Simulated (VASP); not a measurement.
# Mg in VASP: a series of runs

Mg is run at these levels: r2SCANh, PBEsol; tasks: single point.

Everything below comes from runs of VASP 6.6.1. Logs are shortened: lines on timing, memory, paths and dates and some standing lists are left out, and cuts for length are marked.

### 1 The cell of the first run

The typed cell holds 1 atom: a = 3.245 Å, b = 3.215 Å, c = 3.182 Å, α = 58.49°, β = 58.87°, γ = 57.83°.

### 2 Single point, r2SCANh (the cell strained at random)

File POSCAR:

```
Mg
1.0
    0.0400810000      2.2703780000      2.3179540000
    2.2497710000      0.0627820000      2.2952530000
    2.2508710000      2.2487770000      0.0616820000
Mg
1
Direct
    0.0000000000      0.0000000000      0.0000000000
```

File INCAR.step1:

```
SYSTEM = Mg
  PREC = Accurate
  ENCUT = 520
  EDIFF = 1E-5
  ISMEAR = 0
  SIGMA = 0.15
  LREAL = .FALSE.
  LASPH = .TRUE.
  NELM = 100
  ALGO = Normal
  ISIF = 2
  LWAVE = .TRUE.
  LCHARG = .FALSE.
  GGA = PE
  NBANDS = 7
```

File INCAR.step2:

```
SYSTEM = Mg
  PREC = Accurate
  ENCUT = 520
  EDIFF = 1E-7
  ISMEAR = 0
  SIGMA = 0.15
  LREAL = .FALSE.
  LASPH = .TRUE.
  NELM = 100
  ALGO = Normal
  ISIF = 2
  LWAVE = .FALSE.
  LCHARG = .FALSE.
  METAGGA = R2SCAN
  LHFCALC = .TRUE.
  AEXX = 0.1
  LMIXTAU = .TRUE.
  PRECFOCK = Normal
  ISTART = 1
  NBANDS = 7
```

File KPOINTS:

```
regular mesh
0
G
  7 7 7
  0 0 0
```

Potentials or basis: VASP PAW PBE potentials, release 64 (Mg).

The run is started by

```sh
$ cat potpaw_PBE.64/Mg/POTCAR > POTCAR
$ cp INCAR.step1 INCAR
$ mpirun -np 1 vasp_std > vasp.out
$ cp INCAR.step2 INCAR
$ mpirun -np 1 vasp_std > vasp.out
```

OUTCAR:

```text
SYSTEM = Mg
   PREC = Accurate
   ENCUT = 520
   EDIFF = 1E-7
   ISMEAR = 0
   LREAL = .FALSE.
   LASPH = .TRUE.
   NELM = 100
   ISIF = 2
   METAGGA = R2SCAN
   LHFCALC = .TRUE.
   AEXX = 0.1
   PRECFOCK = Normal
   ISTART = 1

 ion  position               nearest neighbor table
   1  0.000  0.000  0.000-

  LATTYP: Found a triclinic cell.
 ALAT       =     3.1589274074
 B/A-ratio  =     0.9888089612
 C/A-ratio  =     1.0074083334
 COS(alpha) =     0.0007983490
 COS(beta)  =     0.4763329899
 COS(gamma) =     0.5051171801

  Lattice vectors:

 A1 = (  -2.2107900000,   0.0216010000,   2.2562720000)
 A2 = (  -2.2096900000,   2.2075960000,   0.0227010000)
 A3 = (  -2.2508710000,  -2.2487770000,  -0.0616820000)

Analysis of symmetry for initial positions (statically):
=====================================================================
 Subroutine PRICEL returns:
 Original cell was already a primitive cell.

 Routine SETGRP: Setting up the symmetry group for a
 triclinic supercell.

 Subroutine GETGRP returns: Found  2 space group operations
 (whereof  2 operations were pure point group operations)
 out of a pool of  2 trial point group operations.

The static configuration has the point symmetry S_2 .

Analysis of symmetry for dynamics (positions and initial velocities):
=====================================================================
 Subroutine PRICEL returns:
 Original cell was already a primitive cell.

 Routine SETGRP: Setting up the symmetry group for a
 triclinic supercell.

 Subroutine GETGRP returns: Found  2 space group operations
 (whereof  2 operations were pure point group operations)
 out of a pool of  2 trial point group operations.

The dynamic configuration has the point symmetry S_2 .

 Subroutine INISYM returns: Found  2 space group operations
 (whereof  2 operations are pure point group operations),
 and found     1 'primitive' translations

----------------------------------------------------------------------------------------

                                     Primitive cell

  volume of cell :      22.6072

  direct lattice vectors                    reciprocal lattice vectors
     0.040081000  2.270378000  2.317954000    -0.228141245  0.222386819  0.217537530
     2.249771000  0.062782000  2.295253000     0.224376101 -0.230675990  0.222061557
     2.250871000  2.248777000  0.061682000     0.224068498  0.226603242 -0.225826701

  length of vectors
     3.244862631  3.214591337  3.182329795     0.385780899  0.390982585  0.390580875

  position of ions in fractional coordinates (direct lattice)
     0.000000000  0.000000000  0.000000000

  ion indices of the primitive-cell ions
   primitive index   ion index
                 1           1

----------------------------------------------------------------------------------------

 KPOINTS: regular mesh

Automatic generation of k-mesh.
 Grid dimensions read from file:
 generate k-points for:    7    7    7

 Generating k-lattice:

  Cartesian coordinates                     Fractional coordinates (reciprocal lattice)
    -0.032591606  0.031769546  0.031076790     0.142857143  0.000000000 -0.000000000
     0.032053729 -0.032953713  0.031723080    -0.000000000  0.142857143 -0.000000000
     0.032009785  0.032371892 -0.032260957     0.000000000 -0.000000000  0.142857143

  Length of vectors
     0.055111557  0.055854655  0.055797268

  Shift w.r.t. Gamma in fractional coordinates (k-lattice)
     0.000000000  0.000000000  0.000000000

 Subroutine IBZKPT returns following result:
 ===========================================

 Found    172 irreducible k-points:

 Following reciprocal coordinates:
            Coordinates               Weight
  0.000000  0.000000  0.000000      1.000000
  0.142857 -0.000000  0.000000      2.000000
  0.285714 -0.000000  0.000000      2.000000
  0.428571 -0.000000  0.000000      2.000000
 -0.000000  0.142857 -0.000000      2.000000
  0.142857  0.142857  0.000000      2.000000
[... 16 lines left out ...]
 -0.428571  0.428571 -0.000000      2.000000
 -0.285714  0.428571  0.000000      2.000000
 [... further k-points ...]
   k-points           NKPTS =    172   k-points in BZ     NKDIM =    343   number of bands    NBANDS=      7
   number of dos      NEDOS =    301   number of ions     NIONS =      1
   total plane-waves  NPLWV =  13824
   dimension x,y,z NGX =    24 NGY =   24 NGZ =   24
   dimension x,y,z NGXF=    48 NGYF=   48 NGZF=   48
   ions per type =               1
   NGX,Y,Z   is equivalent  to a cutoff of  12.30, 12.41, 12.54 a.u.
   NGXF,Y,Z  is equivalent  to a cutoff of  24.59, 24.82, 25.08 a.u.
 SYSTEM =  Mg
   PREC   = accura    normal or accurate (medium, high low for compatibility)
   ISTART =      1    job   : 0-new  1-cont  2-samecut
   ICHARG =      0    charge: 1-file 2-atom 10-const
   ISPIN  =      1    spin polarized calculation?
   LNONCOLLINEAR =      F non collinear calculations
   LSORBIT =      F    spin-orbit coupling
   LASPH  =      T    aspherical Exc in radial PAW
   ENCUT  =  520.0 eV  38.22 Ry    6.18 a.u.   6.03  5.98  5.92*2*pi/ulx,y,z
   NELM   =    100;   NELMIN=  2; NELMDL=  0     # of ELM steps
   EDIFF  = 0.1E-06   stopping-criterion for ELM
   LREAL  =      F    real-space projection
   EDIFFG = 0.1E-05   stopping-criterion for IOM
   NSW    =      0    number of steps for IOM
   IBRION =     -1    ionic relax: 0-MD 1-quasi-New 2-CG
   NFREE  =      0    steps in history (QN), initial steepest desc. (CG)
   ISIF   =      2    stress and relaxation
   ISYM   =      3    0-nonsym 1-usesym 2-fastsym
   POTIM  = 0.5000    time-step for ionic-motion
   TEBEG  =    0.0;   TEEND  =   0.0 temperature during run
   PSTRESS=    0.0 pullay stress
   NELECT =       2.0000    total number of electrons
   NUPDOWN=      -1.0000    fix difference up-down
   EMIN   =  10.00;   EMAX   =-10.00  energy-range for DOS
   EFERMI =   0.00;   METHOD = LEGACY
   ISMEAR =     0;   SIGMA  =   0.15  broadening in eV -4-tet -1-fermi 0-gaus
   EFERMI_NEDOS =   21; number of points for ismear=-14 and -15
   IALGO  =     38    algorithm
   IMIX   =      1    mixing-type and parameters
     AMIX     =   0.40;   BMIX     =  1.00
     AMIX_MAG =   1.60;   BMIX_MAG =  1.00
  volume/ion in A,a.u.               =      22.61       152.56
  Fermi-wavevector in a.u.,A,eV,Ry     =   0.729462  1.378483  7.239854  0.532114
  Thomas-Fermi vector in A             =   1.821189
   LORBIT       =      0    0 simple, 1 ext, 2 COOP (PROOUT), +10 PAW based schemes
   METAGGA = R2SCAN    functional components
   LHFCALC =     T    Hartree Fock is set to
   PRECFOCK=normal    Normal, Fast or Accurate (Low or Medium for compatibility)
   ENCUT4O =  -1.0   cutoff for four orbital integrals eV
   NKREDX  =     1    reduce k-point grid by
   NKREDY  =     1    reduce k-point grid by
   NKREDZ  =     1    reduce k-point grid by
   AEXX    =    0.1000 exact exchange contribution
   HFSCREEN=    0.0000 screening length (either q_TF or 0.3 A-1)
   HFSCREENC=   0.0000 screening length for correlation (either q_TF or 0.3 A-1)
   ENCUTFOCK=  -1.0 apply spherical cutoff to Coloumb kernel
   IVDW    =     0    specifies the selected vdW correction
   LEPSILON=     F    determine dielectric tensor
   LRPA    =     F    only Hartree local field effects (RPA)
 non-spin polarized calculation
 Gauss-broadening in eV      SIGMA  =   0.15
  energy-cutoff  :      520.00
  volume of cell :       22.61
 maximum number of plane-waves:       620
  NGX = 20; NGY = 18; NGZ = 18

 number of electron       2.0000000 magnetization

 Free energy of the ion-electron system (eV)
  ---------------------------------------------------
  ext. energy  EPLUGINS =         0.00000000
  ---------------------------------------------------
  free energy    TOTEN  =        -3.90528248 eV

  energy without entropy =       -3.90347971  energy(sigma->0) =       -3.90438109

 E-fermi :   2.8218     XC(G=0):  -8.2760

 val. band max:        2.8073197669   @ k =  -0.4286   0.0000   0.4286
 cond. band min:       2.9663691017   @ k =   0.4286  -0.0000   0.0000
 fundamental gap:      0.1590493347
 Fermi energy:         2.8218205067

 k-point     1 :       0.0000    0.0000    0.0000
  band No.  band energies     occupation
      1      -5.2758      2.00000
      2      15.6100      0.00000
      3      16.5313      0.00000
      4      16.8615      0.00000
      5      17.5369      0.00000
      6      18.6462      0.00000
      7      19.2410      0.00000

 k-point     2 :       0.1429   -0.0000    0.0000
  band No.  band energies     occupation
      1      -4.7670      2.00000
      2      12.0006      0.00000
      3      15.1423      0.00000
      4      16.1137      0.00000
      5      18.0585      0.00000
      6      19.5492      0.00000
      7      20.2955      0.00000

 k-point     3 :       0.2857   -0.0000    0.0000
  band No.  band energies     occupation
      1      -3.2504      2.00000
      2       7.1958      0.00000
      3      14.6347      0.00000
      4      15.4548      0.00000
      5      17.5534      0.00000
      6      17.9064      0.00000
      7      18.4505      0.00000

 k-point     4 :       0.4286   -0.0000    0.0000
  band No.  band energies     occupation
      1      -0.7585      2.00000
      2       2.9664      0.17294
      3      14.7346      0.00000
      4      15.4276      0.00000
      5      16.3115      0.00000
      6      16.6627      0.00000
      7      17.6347      0.00000

 k-point     5 :      -0.0000    0.1429   -0.0000
  band No.  band energies     occupation
      1      -4.7538      2.00000
      2      12.3965      0.00000
      3      14.9988      0.00000
      4      15.7983      0.00000
      5      17.9543      0.00000
      6      19.4715      0.00000
      7      20.1383      0.00000
[... 161 lines left out ...]
 k-point    22 :       0.4286    0.4286    0.0000
  band No.  band energies     occupation
      1       0.5459      2.00000
      2       5.3264      0.00000
      3       9.8282      0.00000
      4      10.6610      0.00000
      5      11.2334      0.00000
      6      14.2909      0.00000
      7      27.6999      0.00000

 k-point    23 :      -0.4286    0.4286   -0.0000
  band No.  band energies     occupation
      1       2.4117      1.99989
      2       3.8314      0.00000
      3       7.0953      0.00000
      4      10.8043      0.00000
      5      11.8689      0.00000
      6      16.8002      0.00000
      7      26.6368      0.00000

 k-point    24 :      -0.2857    0.4286    0.0000
  band No.  band energies     occupation
      1       1.9082      2.00000
      2       3.7461      0.00000
      3       6.7020      0.00000
      4      11.7731      0.00000
      5      13.0864      0.00000
      6      21.4026      0.00000
      7      22.3390      0.00000

 [... further k-points ...]
[... 5 lines left out ...]
  --------------------------------------------------------------------------------------
  -------------------------------------------------------------------------------------
  Total        0.0829345      0.0571212     -0.0965567     -0.1233967     -0.2813375     -0.1033767
  in kB        5.8775809      4.0481860     -6.8429906     -8.7451428    -19.9384348     -7.3263217
  external PRESSURE =       1.0275921 kB  Pullay stress =       0.0000000 kB

 VOLUME and BASIS-vectors are now :
 -----------------------------------------------------------------------------
  energy-cutoff  :      520.00
  volume of cell :       22.61
      direct lattice vectors                 reciprocal lattice vectors
     0.040081000  2.270378000  2.317954000    -0.228141245  0.222386819  0.217537530
     2.249771000  0.062782000  2.295253000     0.224376101 -0.230675990  0.222061557
     2.250871000  2.248777000  0.061682000     0.224068498  0.226603242 -0.225826701

 POSITION                                       TOTAL-FORCE (eV/Angst)
 -----------------------------------------------------------------------------------
      0.00000      0.00000      0.00000         0.000000      0.000000     -0.000000
 -----------------------------------------------------------------------------------
    total drift:                               -0.000000      0.000000     -0.000000

  FREE ENERGIE OF THE ION-ELECTRON SYSTEM (eV)
  ---------------------------------------------------
  free  energy   TOTEN  =        -3.9052824761 eV

  energy  without entropy=       -3.9034797136  energy(sigma->0) =       -3.90438109
```

Run time: 15 min. Hardware: 1 thread of Intel Xeon 6975P-C (Granite Rapids), shared host; peak memory 0.18 GiB.

What came out:

```
Free energy            : -3.9053 eV
Pressure               : 0.1 GPa
Band gap on the k mesh : zero (bands 1 and 2 overlap by 2.48 eV)
```

Levels at points of the mesh, in eV from the Fermi level:
```
           k point  band 1  band 2  band 3  band 4  band 5  band 6
(0.00, 0.00, 0.00)   -8.10   12.79   13.71   14.04   14.72   15.82
```

Caveat: the cell differs from its parent crystal (the cell strained at random); the PAW data sets were made with another functional, which shifts forces and pressure a little.

### 3 Single point, PBEsol

This run uses another cell than the first one, of 28.26 Å³/atom.

File INCAR:

```
PREC = Accurate
ENCUT = 520
EDIFF = 1E-6
ISMEAR = -1
SIGMA = 0.1
LREAL = False
LASPH = True
NELM = 100
ALGO = Normal
ISIF = 2
LWAVE = False
LCHARG = False
GGA = PS
NBANDS = 7
```

File KPOINTS:

```
regular mesh
0
Gamma
  10 10 10
```

File POSCAR:

```
Mg
1.0
    0.0000000000      2.4175514899      2.4175514899
    2.4175514899      0.0000000000      2.4175514899
    2.4175514899      2.4175514899      0.0000000000
Mg
1
Direct
    0.0000000000      0.0000000000      0.0000000000
```

Potentials or basis: VASP PAW PBE potentials, release 64 (Mg).

The run is started by

```sh
$ cat potpaw_PBE.64/Mg/POTCAR > POTCAR
$ mpirun -np 1 vasp_std > vasp.out
```

Run time: 16 s. Hardware: 1 thread of AMD EPYC 7R43 (Zen 3), shared host; peak memory 0.12 GiB.

The run converged. Its results:

```
Free energy            : -1.6092 eV
Pressure               : -5.2 GPa
Band gap on the k mesh : zero (bands 1 and 2 overlap by 2.11 eV)
```

Levels at points of the mesh, in eV from the Fermi level:
```
           k point  band 1  band 2  band 3  band 4  band 5
(0.00, 0.00, 0.00)   -6.15   11.05   11.05   11.05   11.98
(0.50, 0.00, 0.00)   -1.44   -1.37   10.09   10.09   10.12
(0.50, 0.50, 0.00)   -0.21    0.56    5.64    5.87    5.87
```

Caveat: the cell stands under tension; the PAW data sets were made with another functional, which shifts forces and pressure a little.

The gap in the log of VASP goes by the Fermi energy; the results here count the filled bands.